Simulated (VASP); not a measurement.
# CO2 in VASP: notebook, part 2 of 2

VASP 6.6.1.

**3. Single point, PBEsol**

Input file INCAR:

```
SYSTEM = CO2
PREC     = Accurate       ! precision mode
ENCUT    = 520            ! plane-wave cutoff, eV
EDIFF    = 1E-7           ! SCF threshold, eV
ISMEAR   = -1             ! smearing method
SIGMA    = 0.02           ! smearing width, eV
LREAL    = Auto         
LASPH    = .True.         ! aspherical terms in the spheres
NELM     = 60             ! most SCF steps
ALGO     = Normal         ! electronic algorithm
ISIF     = 2              ! what is computed and relaxed
LWAVE    = .False.        ! write WAVECAR
LCHARG   = .True.         ! write CHGCAR
GGA      = PS             ! functional
LELF     = .True.         ! ELF
LVHAR    = .True.       
NBANDS   = 101            ! bands
```

Input file KPOINTS:

```
regular mesh
0
Gamma
  1 1 1
  0 0 0
```

Input file POSCAR:

```
CO2
1.0
    8.7065880000      0.0000000000      0.0000000000
    0.0000000000      8.7065880000      0.0000000000
    0.0000000000      0.0000000000      8.7065880000
C O
10 20
Direct
    0.7751486575      0.4708044070      0.2986244439
    0.4334533804      0.5237068758      0.9571717417
    0.9509925128      0.1093654598      1.0129915416
    0.4310758704      0.2307103540      0.4849201547
    0.5166202880      0.0689133332      0.9865862494
    0.8083993408      0.3457267072      0.7380732843
    0.7052590521      0.7917223142      0.5646069390
    0.2042361485      0.5820534979      0.3624152194
    0.1177039731      0.9922026861      0.3906582004
    0.1005215820      0.7305732165      0.7492717009
    0.7325142754      0.3863855738      0.3942761504
    0.8237325575      0.5441626502      0.1987460530
    0.4247588148      0.6297300389      0.8737866085
    0.4432850159      0.4345215370      1.0614950426
    0.9145029029      0.1958516930      1.1077129181
    0.9840019994      0.0246250311      0.9135381162
    0.3638509138      0.3400183861      0.4357275204
    0.5016890658      0.1321642875      0.5372368602
    0.5827311457      0.0156892689      0.8790699640
    0.4475806137      0.1137873987      1.0956875414
    0.9293422406      0.2900447339      0.7383604232
    0.6942673755      0.4143643871      0.7546124842
    0.5984319001      0.7569555376      0.4917540603
    0.8223083486      0.8128901930      0.6312920745
    0.0970529443      0.5504452490      0.4399082626
    0.3087202472      0.6143623656      0.2835324240
    0.0854755043      0.8877989862      0.3163581417
    0.1464063764      1.0968360970      0.4697132792
    0.0532585210      0.6299597500      0.8262364086
    0.1637036230      0.8183802886      0.6750520411
```

Potentials or basis: VASP PAW PBE potentials, release 64 (C, O).

Started as:

```
$ cat potpaw_PBE.64/C/POTCAR potpaw_PBE.64/O/POTCAR > POTCAR
$ mpirun -np 1 vasp_gam > vasp.out
```

Run time: 2.5 min. Hardware: 1 thread of AMD EPYC 7R13 (Zen 3), shared host; peak memory 0.61 GiB.

The run converged. Its results:

| Quantity | Value |
| --- | --- |
| Free energy | -237.1097 eV |
| Pressure | 0.6 GPa |
| Largest force | 4.504 eV/Å |
| Band gap on the k mesh | 6.09 eV |

Forces in eV/Å, atoms in the order of the input:
```
C    0.011 -1.098  0.399
C    0.235 -0.126  2.418
C    0.302 -0.973 -1.407
C   -1.958  3.799 -1.421
C   -0.232 -0.607  0.091
C   -0.141  0.992  0.766
C    1.838 -0.396  0.581
C   -0.513 -0.043  0.158
C    0.290  1.550  1.513
C   -0.712 -2.937  1.997
O   -0.321 -0.053  0.548
O    0.311  1.143 -0.978
O   -0.057 -0.597 -0.373
O   -0.083  0.796 -2.181
O   -0.360  0.920  1.217
O    0.138 -0.153  0.283
O    0.988 -1.839  0.660
O    1.186 -2.030  0.833
O   -0.671  0.932  1.299
O    0.876 -0.477 -1.311
O    1.142 -0.954 -0.512
O   -1.045  0.096 -0.321
O   -0.786  0.175 -0.242
O   -1.155  0.252 -0.360
O    0.641  0.166 -0.409
O   -0.296  0.112  0.237
O   -0.595 -1.981 -1.671
O    0.166  0.445  0.143
O   -0.462  0.281  0.024
O    1.262  2.606 -1.980
```

Stress tensor (GPa, compression positive):
```
 0.41  0.24  0.11
 0.24  1.41 -0.09
 0.11 -0.09  0.03
```

Levels at points of the mesh, in eV from the valence-band top:
```
           k point  band 76  band 77  band 78  band 79  band 80  band 81  band 82  band 83  band 84  band 85
(0.00, 0.00, 0.00)    -0.28    -0.23    -0.16    -0.12     0.00     6.09     7.09     7.30     7.40     7.51
```

Caveat: the k points lie up to 0.72 Å⁻¹ apart; the PAW data sets were made with another functional, which shifts forces and pressure a little.

**4. Single point, PBEsol**

Input file INCAR:

```
SYSTEM = CO2
PREC = Accurate
ENCUT = 520
EDIFF = 1E-6
ISMEAR = -1
SIGMA = 0.02
LREAL = Auto
LASPH = .True.
NELM = 60
ALGO = Normal
ISIF = 2
LWAVE = .False.
LCHARG = .True.
GGA = PS
LELF = .True.
LVHAR = .True.
NBANDS = 101
```

Input file KPOINTS:

```
Automatic mesh
0
Gamma
  1 1 1
  0 0 0
```

Input file POSCAR:

```
CO2
1.0
    8.7065880000      0.0000000000      0.0000000000
    0.0000000000      8.7065880000      0.0000000000
    0.0000000000      0.0000000000      8.7065880000
C O
10 20
Direct
    0.7767566353      0.4879178847      0.3253628172
    0.4024079237      0.5282896124      0.9447903128
    0.9498209861      0.1248939309      1.0443700793
    0.4095059971      0.2356491429      0.5466779868
    0.4999892036      0.0598282588      0.9759161683
    0.8058840042      0.4132043460      0.7617794709
    0.7203855288      0.7948004431      0.5634583835
    0.2246459807      0.6143623656      0.3345168050
    0.1503688931      0.9999554360      0.3906926571
    0.0883583787      0.7286321576      0.7510634476
    0.7585290587      0.4040733293      0.4306164481
    0.7954321486      0.5633550135      0.2185930930
    0.3827791093      0.6288111945      0.8572933507
    0.4083344704      0.4225306170      1.0287497238
    0.9867240761      0.2131259685      1.1417216480
    0.9164439617      0.0386718655      0.9464442328
    0.3625415605      0.3563049038      0.5048820502
    0.4650271725      0.1156710298      0.5837878168
    0.5736001290      0.0318839022      0.8676188652
    0.4210834370      0.0859578976      1.0863382992
    0.9210611551      0.3610599238      0.7346850454
    0.6863997699      0.4644528948      0.7970056697
    0.6341634633      0.8017377186      0.4607315748
    0.8027025053      0.7855890275      0.6702051366
    0.1113524609      0.6050475801      0.4069217471
    0.3317373005      0.6109281845      0.2516600073
    0.1565596075      0.9248399028      0.2811089717
    0.1277538342      1.0805955215      0.4962104558
    0.0232582500      0.6557563078      0.8446592396
    0.1684471575      0.8011634408      0.6732947511
```

Started as:

```
$ cat potpaw_PBE.64/C/POTCAR potpaw_PBE.64/O/POTCAR > POTCAR
$ mpirun -np 1 vasp_gam > vasp.out
```

Wall time 2.4 min (1 thread of AMD EPYC 7R13 (Zen 3), shared host); peak memory 0.65 GiB.

The run converged. Its results:

```yaml
Free_energy: -237.0216 eV
Pressure: 0.6 GPa
Largest_force: 5.399 eV/Å
Band_gap_on_the_k_mesh: 6.20 eV
```

Forces on the atoms (eV/Å):
```
C   -0.323 -1.995  1.926
C   -0.619 -0.674  0.109
C    0.574  0.704  0.639
C    0.818 -0.668 -0.110
C   -1.962  0.402  2.441
C   -4.179  1.799  1.346
C   -0.022 -0.027  0.673
C    0.199 -0.689 -0.963
C   -0.994  1.215  1.092
C   -0.134 -0.907  1.933
O   -0.018  0.469 -0.210
O    0.299  1.506 -1.807
O    0.341  0.301  0.050
O    0.421  0.209 -0.320
O   -0.451 -0.718 -0.734
O   -0.050  0.014  0.109
O    0.214 -0.992  0.512
O   -0.990  1.765 -0.521
O    0.466 -0.051 -0.352
O    1.487 -0.458 -1.925
O    4.763 -2.195 -1.280
O   -0.557  0.244 -0.063
O   -0.133  0.030 -0.442
O   -0.073  0.148 -0.365
O    0.003  0.222  0.308
O   -0.319  0.517  0.799
O    0.512 -1.176 -1.354
O    0.384  0.084  0.200
O   -0.104  0.049 -0.401
O    0.447  0.873 -1.290
```

Stress tensor (GPa, compression positive):
```
 1.16 -0.24 -0.18
-0.24  0.17  0.02
-0.18  0.02  0.54
```

Levels at points of the mesh, in eV from the valence-band top:
```
           k point  band 76  band 77  band 78  band 79  band 80  band 81  band 82  band 83  band 84  band 85
(0.00, 0.00, 0.00)    -0.28    -0.23    -0.16    -0.10     0.00     6.20     7.42     7.48     7.58     7.63
```

Caveat: the k points lie up to 0.72 Å⁻¹ apart; the PAW data sets were made with another functional, which shifts forces and pressure a little.

**5. Single point, PBEsol**

Input file INCAR:

```
SYSTEM = CO2
  ALGO = Normal
  EDIFF = 1E-6
  ENCUT = 520
  GGA = PS
  ISIF = 2
  ISMEAR = -1
  LASPH = .TRUE.
  LCHARG = .TRUE.
  LELF = .TRUE.
  LREAL = Auto
  LVHAR = .TRUE.
  LWAVE = .FALSE.
  NBANDS = 101
  NELM = 100
  PREC = Accurate
  SIGMA = 0.02
```

Input file KPOINTS:

```
k-points
0
G
  1 1 1
  0 0 0
```

Input file POSCAR:

```
CO2
1.0
    8.7065880000      0.0000000000      0.0000000000
    0.0000000000      8.7065880000      0.0000000000
    0.0000000000      0.0000000000      8.7065880000
C O
10 20
Direct
    0.7561515487      0.4480630070      0.3505736116
    0.4078750482      0.5313677413      0.9127685840
    0.9516127328      0.1203226798      1.0585087982
    0.4235183748      0.2642596618      0.5510999257
    0.4737447092      0.0420830755      1.0115443616
    0.8199997519      0.3901643215      0.7834067720
    0.6724907622      0.7817758231      0.5874861656
    0.2253465996      0.5995459990      0.3682383960
    0.1699517653      1.0091553660      0.4127793804
    0.1018539065      0.7380962554      0.8000148853
    0.7537166109      0.3837553816      0.4644184381
    0.7533720442      0.5261073569      0.2424485918
    0.3999040726      0.6410433111      0.8339432163
    0.3939660404      0.4348775892      1.0034011027
    0.9912378994      0.2369929529      1.1167865070
    0.9101498773      0.0180323222      0.9775586028
    0.3540767061      0.3776220949      0.5262222124
    0.4922364536      0.1531024553      0.5762647779
    0.5389482080      0.0290929122      0.8948396318
    0.3910831660      0.0546253021      1.1207949658
    0.9314670684      0.3168290495      0.7569785087
    0.7145164099      0.4657622481      0.8001067697
    0.6127543878      0.8032767831      0.4662216703
    0.7332378654      0.7686018909      0.7034098777
    0.1104221309      0.6049671812      0.4377030359
    0.3435674227      0.6044043890      0.3037355161
    0.1947031374      0.9443423761      0.2971313217
    0.1399170375      1.0894393992      0.5178722135
    0.0717043232      0.6559630478      0.9038443073
    0.1356558964      0.8357349630      0.7119666165
```

Started as:

```
$ cat potpaw_PBE.64/C/POTCAR potpaw_PBE.64/O/POTCAR > POTCAR
$ mpirun -np 1 vasp_gam > vasp.out
```

Run time: 2.1 min. Hardware: 1 thread of AMD EPYC 7R13 (Zen 3), shared host; peak memory 0.64 GiB.

The run converged. Its results:

```
Free energy            : -236.7444 eV
Pressure               : 0.8 GPa
Largest force          : 4.787 eV/Å
Band gap on the k mesh : 6.16 eV
```

Forces on the atoms (eV/Å):
```
C   -0.147  2.145 -2.222
C   -1.010  1.808 -0.257
C   -0.166  0.345 -1.774
C   -0.825  1.282 -0.244
C   -2.207  0.190  1.338
C    3.966 -2.408 -1.177
C   -1.816  1.066 -3.754
C    0.727  0.577 -0.097
C   -0.477  1.124 -0.042
C    0.211  1.006  0.858
O    0.007 -2.504  3.465
O    0.139  0.396 -1.399
O    0.668 -0.286 -0.408
O    0.475 -1.573  0.644
O   -0.297 -1.193  0.253
O    0.510  0.791  1.563
O    0.169 -0.254  0.185
O    0.738 -1.184  0.212
O    0.635 -0.002 -0.067
O    1.845  0.000 -1.490
O   -0.712  0.309  0.483
O   -3.244  1.938  0.823
O    0.502 -0.461  1.199
O    1.361 -0.432  2.566
O   -0.618 -0.256  0.121
O   -0.194 -0.178 -0.209
O   -0.181 -0.631  0.464
O    0.294 -0.560 -0.250
O   -0.044 -0.056 -0.909
O   -0.313 -0.999  0.127
```

Stress tensor (GPa, compression positive):
```
 0.60 -0.65  0.16
-0.65  0.78 -1.36
 0.16 -1.36  1.13
```

Levels at points of the mesh, in eV from the valence-band top:
| k point | band 77 | band 78 | band 79 | band 80 | band 81 | band 82 | band 83 | band 84 |
| --- | --- | --- | --- | --- | --- | --- | --- | --- |
| (0.00, 0.00, 0.00) | -0.12 | -0.09 | -0.04 | 0.00 | 6.16 | 7.03 | 7.31 | 7.44 |

Caveat: the k points lie up to 0.72 Å⁻¹ apart; the PAW data sets were made with another functional, which shifts forces and pressure a little.
